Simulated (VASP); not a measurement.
Co2O: single point with r2SCAN

The system is Co2O.

```
Co O
1.0
     2.80587    0.00000    0.00000
     0.00000    4.52873    0.00000
     0.00000    0.00000    4.27179
Co O
4 2
Direct
  0.00000 0.32500 0.26100
  0.50000 0.17500 0.76100
  0.00000 0.67500 0.73900
  0.50000 0.82500 0.23900
  0.00000 0.00000 0.00000
  0.50000 0.50000 0.50000
```

- Program: VASP 6.6.1
- Task: single point
- Functional: r2SCAN
- Potentials or basis: VASP PAW PBE potentials, release 64 (Co_sv, O)
- Cutoff: 770 eV
- k mesh: 6 × 4 × 4
- Occupations: fermi-dirac, width 0.1 eV
- Spin: no spin polarisation
- Dipole correction: no
- Further INCAR settings: ALGO = Normal; EDIFF = 1e-06; NBANDS = 49; ISYM = 0

| Quantity | Value |
| --- | --- |
| Pressure | 12.4 GPa |
| Largest force | 0.470 eV/Å |
| Band gap on the k mesh | zero (bands 40 and 41 overlap by 0.34 eV) |

Forces on the atoms (eV/Å):
```
Co   0.000 -0.151 -0.445
Co   0.000  0.151 -0.445
Co   0.000  0.151  0.445
Co   0.000 -0.151  0.445
O    0.000  0.000  0.000
O    0.000  0.000  0.000
```

Stress tensor (GPa, compression positive):
```
 7.24  0.00  0.00
 0.00 20.57  0.00
 0.00  0.00  9.52
```

Levels at points of the mesh, in eV from the Fermi level:
```
           k point  band 37  band 38  band 39  band 40  band 41  band 42  band 43  band 44
(0.00, 0.00, 0.00)    -0.57    -0.40    -0.39    -0.33     0.17     0.36     0.45     0.46
(0.50, 0.00, 0.00)    -0.50    -0.50    -0.25    -0.25    -0.06    -0.06     0.68     0.68
(0.00, 0.50, 0.00)    -0.92    -0.92    -0.64    -0.64     0.31     0.31     0.87     0.87
(0.50, 0.50, 0.00)    -0.34    -0.34    -0.21    -0.21    -0.16    -0.16     0.52     0.52
(0.00, 0.00, 0.50)    -0.85    -0.85    -0.49    -0.49    -0.08    -0.08     0.81     0.81
(0.50, 0.00, 0.50)    -0.71    -0.71    -0.20    -0.20     0.26     0.26     1.01     1.01
(0.00, 0.50, 0.50)    -0.93    -0.93    -0.75    -0.75     0.31     0.31     0.95     0.95
(0.50, 0.50, 0.50)    -0.60    -0.60    -0.25    -0.25     0.45     0.45     0.54     0.54
```

Run time: 17 min on 1 thread of Intel(R) Xeon(R) Platinum 8259CL CPU @ 2.50GHz (Skylake/Cascade Lake) (shared host), peak memory 0.33 GiB.

Caveat: the k points lie up to 0.37 Å⁻¹ apart; the PAW data sets were made with another functional, which shifts forces and pressure a little; the run has no spin polarisation, though such a crystal can be magnetic. Spin polarisation is off, so any magnetic state and its effect on volume and gap are missing.
